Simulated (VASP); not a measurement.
Ge: single point with PBEsol

The system is Ge.

```
CELL_PARAMETERS angstrom
-2.49590 2.65086 1.43695
2.49590 -2.65086 1.43695
2.49590 2.65086 -1.43695
ATOMIC_POSITIONS crystal
Ge 0.18594 0.93594 0.25000
Ge 0.81406 0.06406 0.75000
```

```
Program                : VASP 6.6.1
Task                   : single point
Functional             : PBEsol
Potentials or basis    : VASP PAW PBE potentials, release 64 (Ge_d)
Cutoff                 : 520 eV
k mesh                 : 13 × 13 × 13
Occupations            : methfessel-paxton, width 0.05 eV
Spin                   : no spin polarisation
Dipole correction      : no
Further INCAR settings : ALGO = Normal; EDIFF = 1e-07; NBANDS = 21
```

```
Pressure               : -2.7 GPa
Largest force          : 0.061 eV/Å
Band gap on the k mesh : zero (bands 14 and 15 overlap by 5.47 eV)
```

Forces on the atoms (eV/Å):
```
Ge   0.000  0.000 -0.061
Ge   0.000  0.000  0.061
```

Stress tensor (GPa, compression positive):
```
-2.10  0.00  0.00
 0.00 -3.78  0.00
 0.00  0.00 -2.08
```

Levels at points of the mesh, in eV from the Fermi level:
| k point | band 10 | band 11 | band 12 | band 13 | band 14 | band 15 | band 16 | band 17 | band 18 | band 19 |
| --- | --- | --- | --- | --- | --- | --- | --- | --- | --- | --- |
| (0.00, 0.00, 0.00) | -24.33 | -13.08 | -3.79 | -2.32 | -1.87 | 3.46 | 6.97 | 7.20 | 7.92 | 8.25 |

Wall time 7.7 min on 1 thread of Intel Xeon 8259CL, with other jobs on the host, peak memory 0.33 GiB.

Caveat: the PAW data sets were made with another functional, which shifts forces and pressure a little.
